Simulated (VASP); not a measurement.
# Hf (P6_3/mmc) in VASP: further runs

Runs on Hf. Level: PBE. Tasks: single point.

All numbers are computed with VASP 6.6.1; they aren't measurements. Logs are shortened: lines on timing, memory, paths and dates and some standing lists are left out, and cuts for length are marked.

### 1 The cell of the first run

The structure is hexagonal, space group P6_3/mmc (No. 194). Conventional cell: a = 3.205 Å, b = 3.205 Å, c = 5.074 Å, α = 90.00°, β = 90.00°, γ = 120.00°. Hf (site symmetry -6m2) has 12 Hf at 3.14 to 3.20 Å within 4.1 Å.

### 2 Single point, PBE

The input, INCAR:

```
  ALGO = Normal
  EDIFF = 1E-6
  ENCUT = 520
  GGA = PE
  ISIF = 2
  ISMEAR = 0
  LASPH = True
  LCHARG = False
  LREAL = False
  LWAVE = False
  NBANDS = 17
  NELM = 60
  PREC = Accurate
  SIGMA = 1.0
```

The input, KPOINTS:

```
k-points
0
Gamma
  11 11 6
```

The input, POSCAR:

```
Hf
1.0
    3.2045059552      0.0000000000      0.0000000000
   -1.6022529776      2.7751835638      0.0000000000
    0.0000000000      0.0000000000      5.0738215932
Hf
2
Direct
    0.3333333333      0.6666666667      0.2500000000
    0.6666666667      0.3333333333      0.7500000000
```

Potentials or basis: VASP PAW PBE potentials, release 64 (Hf_pv).

Started as:

```sh
$ cat potpaw_PBE.64/Hf_pv/POTCAR > POTCAR
$ mpirun -np 1 vasp_std > vasp.out
```

OUTCAR:

```text
EDIFF = 1E-6
   ENCUT = 520
   GGA = PE
   ISIF = 2
   ISMEAR = 0
   LASPH = True
   LREAL = False
   NELM = 60
   PREC = Accurate

 ion  position               nearest neighbor table
   1  0.333  0.667  0.250-   2 3.14   2 3.14   2 3.14   2 3.14   2 3.14   2 3.14
   2  0.667  0.333  0.750-   1 3.14   1 3.14   1 3.14   1 3.14   1 3.14   1 3.14

  LATTYP: Found a hexagonal cell.
 ALAT       =     3.2045059552
 C/A-ratio  =     1.5833397298

  Lattice vectors:

 A1 = (   3.2045059552,   0.0000000000,   0.0000000000)
 A2 = (  -1.6022529776,   2.7751835638,   0.0000000000)
 A3 = (   0.0000000000,   0.0000000000,   5.0738215932)

Analysis of symmetry for initial positions (statically):
=====================================================================
 Subroutine PRICEL returns:
 Original cell was already a primitive cell.

 Routine SETGRP: Setting up the symmetry group for a
 hexagonal supercell.

 Subroutine GETGRP returns: Found 24 space group operations
 (whereof 12 operations were pure point group operations)
 out of a pool of 24 trial point group operations.

The static configuration has the point symmetry D_3d.
 The point group associated with its full space group is D_6h.

Analysis of symmetry for dynamics (positions and initial velocities):
=====================================================================
 Subroutine PRICEL returns:
 Original cell was already a primitive cell.

 Routine SETGRP: Setting up the symmetry group for a
 hexagonal supercell.

 Subroutine GETGRP returns: Found 24 space group operations
 (whereof 12 operations were pure point group operations)
 out of a pool of 24 trial point group operations.

The dynamic configuration has the point symmetry D_3d.
 The point group associated with its full space group is D_6h.

 Subroutine INISYM returns: Found 24 space group operations
 (whereof 12 operations are pure point group operations),
 and found     1 'primitive' translations

----------------------------------------------------------------------------------------

                                     Primitive cell

  volume of cell :      45.1220

  direct lattice vectors                    reciprocal lattice vectors
[... 77 lines left out ...]
 SYSTEM =  unknown system
   PREC   = accura    normal or accurate (medium, high low for compatibility)
   ISTART =      0    job   : 0-new  1-cont  2-samecut
   ICHARG =      2    charge: 1-file 2-atom 10-const
   ISPIN  =      1    spin polarized calculation?
   LNONCOLLINEAR =      F non collinear calculations
   LSORBIT =      F    spin-orbit coupling
   LASPH  =      T    aspherical Exc in radial PAW
   ENCUT  =  520.0 eV  38.22 Ry    6.18 a.u.   5.96  5.96  9.43*2*pi/ulx,y,z
   NELM   =     60;   NELMIN=  2; NELMDL= -5     # of ELM steps
   EDIFF  = 0.1E-05   stopping-criterion for ELM
   LREAL  =      F    real-space projection
   EDIFFG = 0.1E-04   stopping-criterion for IOM
   NSW    =      0    number of steps for IOM
   IBRION =     -1    ionic relax: 0-MD 1-quasi-New 2-CG
   NFREE  =      0    steps in history (QN), initial steepest desc. (CG)
   ISIF   =      2    stress and relaxation
   ISYM   =      2    0-nonsym 1-usesym 2-fastsym
   POTIM  = 0.5000    time-step for ionic-motion
   TEBEG  =    0.0;   TEEND  =   0.0 temperature during run
   PSTRESS=    0.0 pullay stress
   NELECT =      20.0000    total number of electrons
   NUPDOWN=      -1.0000    fix difference up-down
   EMIN   =  10.00;   EMAX   =-10.00  energy-range for DOS
   EFERMI =   0.00;   METHOD = LEGACY
   ISMEAR =     0;   SIGMA  =   1.00  broadening in eV -4-tet -1-fermi 0-gaus
   EFERMI_NEDOS =   21; number of points for ismear=-14 and -15
   IALGO  =     38    algorithm
   IMIX   =      4    mixing-type and parameters
     AMIX     =   0.40;   BMIX     =  1.00
     AMIX_MAG =   1.60;   BMIX_MAG =  1.00
  volume/ion in A,a.u.               =      22.56       152.25
  Fermi-wavevector in a.u.,A,eV,Ry     =   1.248213  2.358781 21.198375  1.558037
  Thomas-Fermi vector in A             =   2.382310
   LORBIT       =      0    0 simple, 1 ext, 2 COOP (PROOUT), +10 PAW based schemes
   GGA     = PE    functional components
   LHFCALC =     F    Hartree Fock is set to
   AEXX    =    0.0000 exact exchange contribution
   IVDW    =     0    specifies the selected vdW correction
   LEPSILON=     F    determine dielectric tensor
   LRPA    =     F    only Hartree local field effects (RPA)
 non-spin polarized calculation
 Gauss-broadening in eV      SIGMA  =   1.00
  energy-cutoff  :      520.00
  volume of cell :       45.12
 maximum number of plane-waves:      1231
 NGX is ok and might be reduce to    24
   NGX = 11   NGY = 11   NGZ = 19

 number of electron      20.0000006 magnetization

 Free energy of the ion-electron system (eV)
  ---------------------------------------------------
  ext. energy  EPLUGINS =         0.00000000
  ---------------------------------------------------
  free energy    TOTEN  =       -20.38004269 eV

  energy without entropy =      -19.19102761  energy(sigma->0) =      -19.78553515

 E-fermi :   4.7571     XC(G=0): -11.2411

 val. band max:        4.7409295731   @ k =   0.1818  -0.0000   0.0000
 cond. band min:       4.7902471922   @ k =   0.3636   0.2727   0.3333
 fundamental gap:      0.0493176191
 Fermi energy:         4.7571399473

 k-point     1 :       0.0000    0.0000    0.0000
  band No.  band energies     occupation
      1     -26.1470      2.00000
      2     -25.4622      2.00000
      3     -25.4622      2.00000
      4     -25.3380      2.00000
      5     -25.3380      2.00000
      6     -25.3018      2.00000
[... 457 lines left out ...]
      4     -25.5304      2.00000
      5     -25.4057      2.00000
      6     -25.3765      2.00000
[... 9 lines left out ...]
     16       8.5531      0.00000
     17      10.6957      0.00000

 [... further k-points ...]
[... 5 lines left out ...]
  --------------------------------------------------------------------------------------
  -------------------------------------------------------------------------------------
  Total        0.1854335      0.1854335      0.9248983      0.0000000      0.0000000      0.0000000
  in kB        6.5843188      6.5843188     32.8410159      0.0000000      0.0000000      0.0000000
  external PRESSURE =      15.3365511 kB  Pullay stress =       0.0000000 kB

 VOLUME and BASIS-vectors are now :
 -----------------------------------------------------------------------------
  energy-cutoff  :      520.00
  volume of cell :       45.12
      direct lattice vectors                 reciprocal lattice vectors
     3.204505955  0.000000000  0.000000000     0.312060584  0.180168262  0.000000000
    -1.602252978  2.775183564  0.000000000     0.000000000  0.360336524  0.000000000
     0.000000000  0.000000000  5.073821593     0.000000000  0.000000000  0.197090099

 POSITION                                       TOTAL-FORCE (eV/Angst)
 -----------------------------------------------------------------------------------
     -0.00000      1.85012      1.26846         0.000000      0.000000      0.000000
      1.60225      0.92506      3.80537        -0.000000     -0.000000      0.000000
 -----------------------------------------------------------------------------------
    total drift:                               -0.000000      0.000000     -0.000000

  FREE ENERGIE OF THE ION-ELECTRON SYSTEM (eV)
  ---------------------------------------------------
  free  energy   TOTEN  =       -20.3800426918 eV

  energy  without entropy=      -19.1910276094  energy(sigma->0) =      -19.78553515
```

stdout:

```text
POSCAR found type information on POSCAR Hf
 POSCAR found :  1 types and       2 ions
 scaLAPACK will be used
 LDA part: xc-table for (Slater+PW92), standard interpolation
 POSCAR, INCAR and KPOINTS ok, starting setup
 FFT: planning ... GRIDC
 FFT: planning ... GRID_SOFT
 FFT: planning ... GRID
 WAVECAR not read
 entering main loop
```

Run time: 16 s. Hardware: 1 thread of Intel Xeon 6975P-C (Granite Rapids), shared host; peak memory 0.18 GiB.

What came out:

```yaml
Free_energy: -20.3800 eV
Pressure: 1.5 GPa
Band_gap_on_the_k_mesh: zero (bands 10 and 11 overlap by 1.48 eV)
```

Stress tensor (GPa, compression positive):
```
0.66 0.00 0.00
0.00 0.66 0.00
0.00 0.00 3.28
```

Caveat: so wide a smearing shifts energies and pressures; spin-orbit coupling is left out, which moves the levels of the heavy elements.

### 3 Single point, PBE

The input, INCAR:

```
PREC = Accurate ; ENCUT = 520
EDIFF = 1E-6 ; ISMEAR = 1
SIGMA = 0.01 ; LREAL = F
LASPH = T ; NELM = 60
ALGO = Normal ; ISIF = 2
LWAVE = F ; LCHARG = F
GGA = PE ; NBANDS = 17
```

The input, KPOINTS:

```
regular mesh
0
Gamma
  11 11 6
```

POSCAR is that of step 2.

Potentials or basis: VASP PAW PBE potentials, release 64 (Hf_pv).

Started as:

```sh
$ cat potpaw_PBE.64/Hf_pv/POTCAR > POTCAR
$ mpirun -np 1 vasp_std > vasp.out
```

It took 13 s on 1 thread of Intel Xeon 6975P-C (Granite Rapids), shared host; peak memory 0.18 GiB.

The run converged. Its results:

- Free energy: -19.8458 eV
- Pressure: -0.2 GPa
- Band gap on the k mesh: zero (bands 10 and 11 overlap by 1.48 eV)

Stress tensor (GPa, compression positive):
```
-0.19  0.00  0.00
 0.00 -0.19  0.00
 0.00  0.00 -0.12
```

Levels at points of the mesh, in eV from the Fermi level:
| k point | band 6 | band 7 | band 8 | band 9 | band 10 | band 11 | band 12 | band 13 | band 14 | band 15 |
| --- | --- | --- | --- | --- | --- | --- | --- | --- | --- | --- |
| (0.00, 0.00, 0.00) | -30.20 | -7.31 | -3.65 | 0.65 | 1.22 | 1.22 | 1.48 | 2.03 | 2.03 | 2.66 |
| (0.00, 0.00, 0.50) | -30.27 | -5.35 | -5.35 | 0.18 | 0.18 | 1.11 | 1.11 | 1.11 | 1.11 | 4.79 |

Caveat: spin-orbit coupling is left out, which moves the levels of the heavy elements.
